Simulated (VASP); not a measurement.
NiO: single point with PBE

NiO:

```
Ni O
1.0
     0.00000    4.18000    4.18000
     2.09000    0.00000    2.09000
     2.09000    2.09000    0.00000
Ni O
2 2
Direct
  0.25000 0.50000 0.50000
  0.75000 0.50000 0.50000
  0.00000 0.00000 0.00000
  0.50000 0.00000 0.00000
```

```json
{"Program": "VASP 6.6.1", "Task": "single point", "Functional": "PBE", "Potentials or basis": "VASP PAW PBE potentials, release 64 (Ni, O)", "Cutoff": "600 eV", "k mesh": "5 × 9 × 9", "Occupations": "gaussian, width 0.02 eV", "Spin": "no spin polarisation"}
```

| Quantity | Value |
| --- | --- |
| Pressure | -3.3 GPa |
| Band gap on the k mesh | zero (bands 16 and 17 overlap by 0.49 eV) |

Levels at points of the mesh, in eV from the Fermi level:
```csv
k point,band 14,band 15,band 16,band 17,band 18,band 19
"(0.00, 0.00, 0.00)",-1.02,-1.02,-0.66,1.29,1.29,1.64
```

It took 100 s on 1 thread of Intel(R) Xeon(R) 6975P-C (Granite Rapids), with other jobs on the host, peak memory 0.31 GiB.

Caveat: the cell stands under tension; the run has no spin polarisation, though such a crystal can be magnetic; semilocal functionals often make such compounds metallic where correlation or magnetic order opens a gap, which also shifts bond lengths. Spin polarisation is off, so any magnetic state and its effect on volume and gap are missing.
